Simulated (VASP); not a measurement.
# MgO (P4/nmm) in VASP: notebook

Runs on MgO. Level: PBE. Tasks: single point.

Everything below comes from runs of VASP 6.6.1. Logs are shortened: lines on timing, memory, paths and dates and some standing lists are left out, and cuts for length are marked.

## 1. The cell of the first run

The structure is tetragonal, space group P4/nmm (No. 129). The conventional cell has a = 3.008 Å, b = 3.008 Å, c = 4.254 Å, α = 90.00°, β = 90.00°, γ = 90.00°. Within 2.7 Å of Mg (site symmetry 4mm) lie 6 O at 2.04 to 2.21 Å. O (site symmetry 4mm) has 6 Mg at 2.04 to 2.21 Å within 2.7 Å.

## 2. Single point, PBE (mode 9 (400.1 1/cm) frozen in, largest displacement +0.075 Å)

File INCAR:

```
SYSTEM = MgO
PREC     = Accurate       ! precision mode
ENCUT    = 520            ! plane-wave cutoff, eV
EDIFF    = 1E-6           ! SCF threshold, eV
ISMEAR   = 0              ! smearing method
SIGMA    = 0.05           ! smearing width, eV
LREAL    = .False.        ! projectors in reciprocal space
LASPH    = .True.         ! aspherical terms in the spheres
NELM     = 80             ! most SCF steps
ALGO     = Normal         ! electronic algorithm
ISIF     = 2              ! what is computed and relaxed
LWAVE    = .False.        ! write WAVECAR
LCHARG   = .False.        ! write CHGCAR
GGA      = PE             ! functional
NBANDS   = 16             ! bands
```

File KPOINTS:

```
Automatic mesh
0
Gamma
  8 8 6
  0 0 0
```

File POSCAR:

```
MgO
1.0
    0.0000000000     -2.1269229054     -2.1269229054
    0.0000000000      2.1269229054     -2.1269229054
    4.2538458108      0.0000000000      0.0000000000
Mg O
2 2
Direct
    0.5000000000      0.5000000000      0.5176311045
    0.0000000000      0.0000000000     -0.0176311045
    0.5000000000      0.5000000000     -0.0024337419
    0.0000000000      0.0000000000      0.5024337419
```

Potentials or basis: VASP PAW PBE potentials, release 64 (Mg, O).

The run is started by

```sh
cat potpaw_PBE.64/Mg/POTCAR potpaw_PBE.64/O/POTCAR > POTCAR
mpirun -np 1 vasp_std > vasp.out
```

OUTCAR:

```text
SYSTEM = MgO
   PREC = Accurate
   ENCUT = 520
   EDIFF = 1E-6
   ISMEAR = 0
   LREAL = .False.
   LASPH = .True.
   NELM = 80
   ISIF = 2
   GGA = PE

 ion  position               nearest neighbor table
   1  0.500  0.500  0.518-   3 2.04   4 2.13   4 2.13   4 2.13   4 2.13   3 2.21   2 2.90   2 2.90
                             2 2.90   2 2.90   2 3.12   2 3.12   2 3.12   2 3.12
   2  0.000  0.000  0.982-   4 2.04   3 2.13   3 2.13   3 2.13   3 2.13   4 2.21   1 2.90   1 2.90
                             1 2.90   1 2.90   1 3.12   1 3.12   1 3.12   1 3.12
   3  0.500  0.500  0.998-   1 2.04   2 2.13   2 2.13   2 2.13   2 2.13   1 2.21
   4  0.000  0.000  0.502-   2 2.04   1 2.13   1 2.13   1 2.13   1 2.13   2 2.21

  LATTYP: Found a simple tetragonal cell.
 ALAT       =     3.0079232189
 C/A-ratio  =     1.4142135624

  Lattice vectors:

 A1 = (   0.0000000000,  -2.1269229054,  -2.1269229054)
 A2 = (   0.0000000000,   2.1269229054,  -2.1269229054)
 A3 = (   4.2538458108,   0.0000000000,   0.0000000000)

Analysis of symmetry for initial positions (statically):
=====================================================================
 Subroutine PRICEL returns:
 Original cell was already a primitive cell.

 Routine SETGRP: Setting up the symmetry group for a
 simple tetragonal supercell.

 Subroutine GETGRP returns: Found 16 space group operations
 (whereof  8 operations were pure point group operations)
 out of a pool of 16 trial point group operations.

The static configuration has the point symmetry C_4v.
 The point group associated with its full space group is D_4h.

Analysis of symmetry for dynamics (positions and initial velocities):
=====================================================================
 Subroutine PRICEL returns:
 Original cell was already a primitive cell.

 Routine SETGRP: Setting up the symmetry group for a
 simple tetragonal supercell.

 Subroutine GETGRP returns: Found 16 space group operations
 (whereof  8 operations were pure point group operations)
 out of a pool of 16 trial point group operations.

The dynamic configuration has the point symmetry C_4v.
 The point group associated with its full space group is D_4h.

 Subroutine INISYM returns: Found 16 space group operations
 (whereof  8 operations are pure point group operations),
 and found     1 'primitive' translations

----------------------------------------------------------------------------------------

                                     Primitive cell

  volume of cell :      38.4871

  direct lattice vectors                    reciprocal lattice vectors
     0.000000000 -2.126922905 -2.126922905     0.000000000 -0.235081393 -0.235081393
     0.000000000  2.126922905 -2.126922905     0.000000000  0.235081393 -0.235081393
     4.253845811  0.000000000  0.000000000     0.235081393  0.000000000  0.000000000

  length of vectors
     3.007923219  3.007923219  4.253845811     0.332455295  0.332455295  0.235081393

  position of ions in fractional coordinates (direct lattice)
     0.500000000  0.500000000  0.517631104
     0.000000000  0.000000000  0.982368896
     0.500000000  0.500000000  0.997566258
     0.000000000  0.000000000  0.502433742

  ion indices of the primitive-cell ions
   primitive index   ion index
                 1           1
                 2           2
                 3           3
                 4           4

----------------------------------------------------------------------------------------

 KPOINTS: Automatic mesh

Automatic generation of k-mesh.
 Grid dimensions read from file:
 generate k-points for:    8    8    6

 Generating k-lattice:

  Cartesian coordinates                     Fractional coordinates (reciprocal lattice)
     0.000000000 -0.029385174 -0.029385174     0.125000000  0.000000000  0.000000000
     0.000000000  0.029385174 -0.029385174     0.000000000  0.125000000  0.000000000
     0.039180232  0.000000000  0.000000000     0.000000000  0.000000000  0.166666667

  Length of vectors
     0.041556912  0.041556912  0.039180232

  Shift w.r.t. Gamma in fractional coordinates (k-lattice)
     0.000000000  0.000000000  0.000000000

 Subroutine IBZKPT returns following result:
 ===========================================

 Found     60 irreducible k-points:

 Following reciprocal coordinates:
            Coordinates               Weight
  0.000000  0.000000  0.000000      1.000000
  0.125000  0.000000  0.000000      4.000000
  0.250000  0.000000  0.000000      4.000000
  0.375000  0.000000  0.000000      4.000000
  0.500000  0.000000  0.000000      2.000000
  0.125000  0.125000  0.000000      4.000000
[... 16 lines left out ...]
  0.375000  0.125000  0.166667     16.000000
  0.500000  0.125000  0.166667      8.000000
 [... further k-points ...]
   k-points           NKPTS =     60   k-points in BZ     NKDIM =     60   number of bands    NBANDS=     16
   number of dos      NEDOS =    301   number of ions     NIONS =      4
   total plane-waves  NPLWV =  18432
   dimension x,y,z NGX =    24 NGY =   24 NGZ =   32
   dimension x,y,z NGXF=    48 NGYF=   48 NGZF=   64
   ions per type =               2   2
   NGX,Y,Z   is equivalent  to a cutoff of  13.26, 13.26, 12.51 a.u.
   NGXF,Y,Z  is equivalent  to a cutoff of  26.53, 26.53, 25.01 a.u.
 SYSTEM =  MgO
   PREC   = accura    normal or accurate (medium, high low for compatibility)
   ISTART =      0    job   : 0-new  1-cont  2-samecut
   ICHARG =      2    charge: 1-file 2-atom 10-const
   ISPIN  =      1    spin polarized calculation?
   LNONCOLLINEAR =      F non collinear calculations
   LSORBIT =      F    spin-orbit coupling
   LASPH  =      T    aspherical Exc in radial PAW
   ENCUT  =  520.0 eV  38.22 Ry    6.18 a.u.   5.59  5.59  7.91*2*pi/ulx,y,z
   NELM   =     80;   NELMIN=  2; NELMDL= -5     # of ELM steps
   EDIFF  = 0.1E-05   stopping-criterion for ELM
   LREAL  =      F    real-space projection
   EDIFFG = 0.1E-04   stopping-criterion for IOM
   NSW    =      0    number of steps for IOM
   IBRION =     -1    ionic relax: 0-MD 1-quasi-New 2-CG
   NFREE  =      0    steps in history (QN), initial steepest desc. (CG)
   ISIF   =      2    stress and relaxation
   ISYM   =      2    0-nonsym 1-usesym 2-fastsym
   POTIM  = 0.5000    time-step for ionic-motion
   TEBEG  =    0.0;   TEEND  =   0.0 temperature during run
   PSTRESS=    0.0 pullay stress
   NELECT =      16.0000    total number of electrons
   NUPDOWN=      -1.0000    fix difference up-down
   EMIN   =  10.00;   EMAX   =-10.00  energy-range for DOS
   EFERMI =   0.00;   METHOD = LEGACY
   ISMEAR =     0;   SIGMA  =   0.05  broadening in eV -4-tet -1-fermi 0-gaus
   EFERMI_NEDOS =   21; number of points for ismear=-14 and -15
   IALGO  =     38    algorithm
   IMIX   =      4    mixing-type and parameters
     AMIX     =   0.40;   BMIX     =  1.00
     AMIX_MAG =   1.60;   BMIX_MAG =  1.00
  volume/ion in A,a.u.               =       9.62        64.93
  Fermi-wavevector in a.u.,A,eV,Ry     =   1.221827  2.308918 20.311613  1.492861
  Thomas-Fermi vector in A             =   2.356996
   LORBIT       =      0    0 simple, 1 ext, 2 COOP (PROOUT), +10 PAW based schemes
   GGA     = PE    functional components
   LHFCALC =     F    Hartree Fock is set to
   AEXX    =    0.0000 exact exchange contribution
   IVDW    =     0    specifies the selected vdW correction
   LEPSILON=     F    determine dielectric tensor
   LRPA    =     F    only Hartree local field effects (RPA)
 non-spin polarized calculation
 Gauss-broadening in eV      SIGMA  =   0.05
  energy-cutoff  :      520.00
  volume of cell :       38.49
 maximum number of plane-waves:      1056
 NGX is ok and might be reduce to    24
   NGX = 11   NGY = 11   NGZ = 15

 number of electron      15.9999995 magnetization

 Free energy of the ion-electron system (eV)
  ---------------------------------------------------
  ext. energy  EPLUGINS =         0.00000000
  ---------------------------------------------------
  free energy    TOTEN  =       -23.74028937 eV

  energy without entropy =      -23.74028937  energy(sigma->0) =      -23.74028937

 E-fermi :   3.1712     XC(G=0): -10.9336

 val. band max:        2.9558829978   @ k =   0.0000   0.0000   0.0000
 cond. band min:       7.4061484085   @ k =   0.0000   0.0000   0.0000
 fundamental gap:      4.4502654108
 Fermi energy:         3.1711519702

 k-point     1 :       0.0000    0.0000    0.0000
  band No.  band energies     occupation
      1     -14.1611      2.00000
      2     -12.7029      2.00000
      3      -0.9861      2.00000
      4       1.6485      2.00000
      5       1.6485      2.00000
      6       2.9548      2.00000
[... 8 lines left out ...]
     15      18.6169      0.00000
     16      21.5172      0.00000

 k-point     2 :       0.1250    0.0000    0.0000
  band No.  band energies     occupation
      1     -14.0567      2.00000
      2     -12.6908      2.00000
      3      -0.8388      2.00000
      4       1.2095      2.00000
      5       1.7017      2.00000
      6       2.3159      2.00000
[... 8 lines left out ...]
     15      18.8471      0.00000
     16      21.1115      0.00000

 k-point     3 :       0.2500    0.0000    0.0000
  band No.  band energies     occupation
      1     -13.7707      2.00000
      2     -12.6889      2.00000
      3      -0.4126      2.00000
      4       0.3261      2.00000
      5       1.1167      2.00000
      6       1.8525      2.00000
[... 8 lines left out ...]
     15      19.5984      0.00000
     16      20.7197      0.00000

 k-point     4 :       0.3750    0.0000    0.0000
  band No.  band energies     occupation
      1     -13.3843      2.00000
      2     -12.7767      2.00000
      3      -0.3482      2.00000
      4       0.0624      2.00000
      5       0.2667      2.00000
      6       1.8287      2.00000
[... 8 lines left out ...]
     15      20.1777      0.00000
     16      20.5075      0.00000

 k-point     5 :       0.5000    0.0000    0.0000
  band No.  band energies     occupation
      1     -13.0169      2.00000
      2     -13.0169      2.00000
      3      -0.4548      2.00000
      4      -0.4548      2.00000
      5       1.0427      2.00000
      6       1.0427      2.00000
[... 8 lines left out ...]
     15      20.1026      0.00000
     16      20.1026      0.00000

 k-point     6 :       0.1250    0.1250    0.0000
  band No.  band energies     occupation
      1     -13.9568      2.00000
      2     -12.6787      2.00000
      3      -0.6942      2.00000
      4       1.1171      2.00000
      5       1.4381      2.00000
      6       1.9330      2.00000
[... 8 lines left out ...]
     15      19.0842      0.00000
     16      19.8928      0.00000
[... 267 lines left out ...]
 k-point    21 :       0.1250    0.1250    0.1667
  band No.  band energies     occupation
      1     -13.8725      2.00000
      2     -12.7626      2.00000
      3      -0.6511      2.00000
      4       1.2066      2.00000
      5       1.4914      2.00000
      6       1.5984      2.00000
[... 8 lines left out ...]
     15      19.3299      0.00000
     16      19.9914      0.00000

 k-point    22 :       0.2500    0.1250    0.1667
  band No.  band energies     occupation
      1     -13.6125      2.00000
      2     -12.7336      2.00000
      3      -0.5029      2.00000
      4       0.5881      2.00000
      5       0.6840      2.00000
      6       1.6838      2.00000
[... 8 lines left out ...]
     15      19.3252      0.00000
     16      19.5674      0.00000

 k-point    23 :       0.3750    0.1250    0.1667
  band No.  band energies     occupation
      1     -13.2687      2.00000
      2     -12.7754      2.00000
      3      -0.7088      2.00000
      4      -0.2883      2.00000
      5       0.8018      2.00000
      6       1.9034      2.00000
[... 8 lines left out ...]
     15      19.3978      0.00000
     16      19.7578      0.00000

 k-point    24 :       0.5000    0.1250    0.1667
  band No.  band energies     occupation
      1     -12.9575      2.00000
      2     -12.9575      2.00000
      3      -0.7626      2.00000
      4      -0.7626      2.00000
      5       1.4062      2.00000
      6       1.4062      2.00000
[... 8 lines left out ...]
     15      19.6920      0.00000
     16      19.6920      0.00000

 [... further k-points ...]

------------------------ aborting loop because EDIFF is reached ----------------------------------------

  FORCE on cell =-STRESS in cart. coord.  units (eV):
  Direction    XX          YY          ZZ          XY          YZ          ZX
  --------------------------------------------------------------------------------------
  -------------------------------------------------------------------------------------
  Total        0.3556369     -0.1079672     -0.1079672      0.0000000      0.0000000      0.0000000
  in kB       14.8047879     -4.4945585     -4.4945585      0.0000000      0.0000000      0.0000000
  external PRESSURE =       1.9385569 kB  Pullay stress =       0.0000000 kB

 VOLUME and BASIS-vectors are now :
 -----------------------------------------------------------------------------
  energy-cutoff  :      520.00
  volume of cell :       38.49
      direct lattice vectors                 reciprocal lattice vectors
     0.000000000 -2.126922905 -2.126922905     0.000000000 -0.235081393 -0.235081393
     0.000000000  2.126922905 -2.126922905     0.000000000  0.235081393 -0.235081393
     4.253845811  0.000000000  0.000000000     0.235081393  0.000000000  0.000000000

 POSITION                                       TOTAL-FORCE (eV/Angst)
 -----------------------------------------------------------------------------------
      2.20192      0.00000     -2.12692        -1.104527      0.000000      0.000000
      4.17885      0.00000      0.00000         1.104527     -0.000000     -0.000000
      4.24349      0.00000     -2.12692         0.118547      0.000000      0.000000
      2.13728      0.00000      0.00000        -0.118547     -0.000000     -0.000000
 -----------------------------------------------------------------------------------
    total drift:                               -0.000000     -0.000000      0.000000

  FREE ENERGIE OF THE ION-ELECTRON SYSTEM (eV)
  ---------------------------------------------------
  free  energy   TOTEN  =       -23.7402893650 eV

  energy  without entropy=      -23.7402893650  energy(sigma->0) =      -23.74028937
```

Run time: 50 s. Hardware: 1 thread of Intel Xeon 8259CL, shared host; peak memory 0.17 GiB.

What came out:

```
Free energy            : -23.7403 eV
Pressure               : 0.2 GPa
Largest force          : 1.105 eV/Å
Band gap on the k mesh : 4.45 eV, direct
```

Forces in eV/Å, atoms in the order of the input:
```
Mg  -1.105  0.000  0.000
Mg   1.105  0.000  0.000
O    0.119  0.000  0.000
O   -0.119  0.000  0.000
```

Caveat: the cell differs from its parent crystal (mode 9 (400.1 1/cm) frozen in, largest displacement +0.075 Å); forces of over 1 eV/Å act on the atoms, so gaps and moduli don't describe the material at rest.

## 3. Single point, PBE (mode 9 (400.1 1/cm) frozen in, largest displacement +0.263 Å)

File INCAR:

```
  PREC = Accurate
  ENCUT = 520
  EDIFF = 1E-6
  ISMEAR = 0
  SIGMA = 0.05
  LREAL = F
  LASPH = T
  NELM = 100
  ALGO = Normal
  ISIF = 2
  LWAVE = F
  LCHARG = F
  GGA = PE
  NBANDS = 16
```

File KPOINTS:

```
Automatic mesh
0
Gamma
  8 8 6
```

File POSCAR:

```
MgO
1.0
    0.0000000000     -2.1269229054     -2.1269229054
    0.0000000000      2.1269229054     -2.1269229054
    4.2538458108      0.0000000000      0.0000000000
Mg O
2 2
Direct
    0.5000000000      0.5000000000      0.5617088657
    0.0000000000      0.0000000000     -0.0617088657
    0.5000000000      0.5000000000     -0.0085180966
    0.0000000000      0.0000000000      0.5085180966
```

Potentials or basis: VASP PAW PBE potentials, release 64 (Mg, O).

The run is started by

```sh
cat potpaw_PBE.64/Mg/POTCAR potpaw_PBE.64/O/POTCAR > POTCAR
mpirun -np 1 vasp_std > vasp.out
```

Wall time 57 s (1 thread of Intel Xeon 8259CL, shared host); peak memory 0.16 GiB.

The run converged. Its results:

- Free energy: -22.6610 eV
- Pressure: 12.3 GPa
- Largest force: 4.875 eV/Å
- Band gap on the k mesh: 4.49 eV, direct

Forces in eV/Å, atoms in the order of the input:
```
Mg  -4.875  0.000  0.000
Mg   4.875  0.000  0.000
O    1.334  0.000  0.000
O   -1.334  0.000  0.000
```

Stress tensor (GPa, compression positive):
```
29.70  0.00  0.00
 0.00  3.53  0.00
 0.00  0.00  3.53
```

Levels at points of the mesh, in eV from the valence-band top:
```tsv
k point	band 6	band 7	band 8	band 9	band 10	band 11
(0.00, 0.00, 0.00)	-0.02	-0.02	0.00	4.49	8.79	9.58
(0.50, 0.00, 0.00)	-1.72	-0.63	-0.63	9.24	9.24	11.36
(0.50, 0.50, 0.00)	-1.32	-1.17	-1.17	9.26	9.26	9.64
(0.00, 0.00, 0.50)	-0.90	-0.54	-0.54	7.21	8.01	9.74
(0.50, 0.00, 0.50)	-0.63	-0.57	-0.57	7.77	7.77	12.15
(0.50, 0.50, 0.50)	-2.48	-1.56	-1.56	10.84	10.84	11.39
```

Caveat: the cell differs from its parent crystal (mode 9 (400.1 1/cm) frozen in, largest displacement +0.263 Å); forces of over 1 eV/Å act on the atoms, so gaps and moduli don't describe the material at rest.

(Continued in part 2 of 2.)
